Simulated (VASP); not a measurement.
**NaH: single point with HSE06**

The system is NaH.

```
Na H
1.0
     0.00000    2.39751    2.39751
     2.39751    0.00000    2.39751
     2.39751    2.39751    0.00000
Na H
1 1
Direct
  0.00000 0.00000 0.00000
  0.50000 0.50000 0.50000
```

- Program: VASP 6.6.1
- Task: single point
- Functional: HSE06
- Potentials or basis: VASP PAW PBE potentials, release 64 (Na_pv, H)
- Cutoff: 520 eV
- k mesh: 6 × 6 × 6
- Occupations: gaussian, width 0.01 eV
- Spin: no spin polarisation
- Dipole correction: no
- Grid for exact exchange (PRECFOCK): Normal
- Further INCAR settings: ALGO = Normal; EDIFF = 1e-06; NBANDS = 11
- Share of exact exchange: 0.25
- Screening parameter: 0.2079 1/Å

| Property | Result |
| --- | --- |
| Pressure | 0.2 GPa |
| Band gap on the k mesh | 4.89 eV (least direct gap 5.81 eV) |

Levels at points of the mesh, in eV from the valence-band top:
| k point | band 1 | band 2 | band 3 | band 4 | band 5 | band 6 | band 7 | band 8 |
| --- | --- | --- | --- | --- | --- | --- | --- | --- |
| (0.00, 0.00, 0.00) | -24.30 | -24.30 | -24.30 | -3.98 | 12.24 | 17.22 | 17.22 | 17.22 |
| (0.50, 0.00, 0.00) | -24.40 | -24.31 | -24.31 | -0.92 | 4.89 | 12.37 | 14.99 | 14.99 |
| (0.50, 0.50, 0.00) | -24.39 | -24.34 | -24.34 | -0.14 | 5.76 | 11.40 | 12.18 | 12.18 |

It took 5.1 min on 1 thread of Intel(R) Xeon(R) Platinum 8259CL CPU @ 2.50GHz (Skylake/Cascade Lake), on a shared host, peak memory 0.26 GiB.

Caveat: the PAW data sets were made with another functional, which shifts forces and pressure a little. A k mesh can miss the band edges.
